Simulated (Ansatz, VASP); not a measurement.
AlN in VASP and in Ansatz

```
Al N
1.0
     3.23093    0.00000    0.00000
    -1.61547    2.79807    0.00000
     0.00000    0.00000    4.97840
Al N
2 2
Direct
  0.33333 0.66667 0.00169
  0.66667 0.33333 0.50169
  0.33333 0.66667 0.38331
  0.66667 0.33333 0.88331
```

Change from the starting cell: strain +0.040 along x and y, +0.000 along z, atoms carried along.

Alike in both runs: task single point; functional r2SCAN; k mesh 12 × 12 × 6; occupations gaussian, width 0.05 eV; no spin polarisation.

|  | VASP | Ansatz |
| --- | --- | --- |
| version | VASP 6.6.1 | Ansatz 0.2.0 |
| potentials or method | VASP PAW PBE potentials, release 64 (Al, N), cutoff 520 eV | scalar-relativistic, plane waves, PAW |
| valence electrons in the cell | 16 | 16 |

|  | VASP | Ansatz | Ansatz less VASP |
| --- | --- | --- | --- |
| gap on the k mesh at the Fermi level (eV) | 4.11 | 4.08 | -0.034 |
| least direct gap on the mesh (eV) | 4.11 | 4.08 | -0.034 |
| pressure (GPa) | -14.6 | -14.2 | +0.40 |
| traceless stress, the component that is largest in VASP (GPa) | 9.60 | 9.48 | -0.113 |
| rms of the force components (eV/Å) | 0.186 | 0.183 | -0.0031 |

VASP's potentials were made for PBE, not for r2SCAN. Atom by atom the forces differ by 0.003 eV/Å (rms over components).
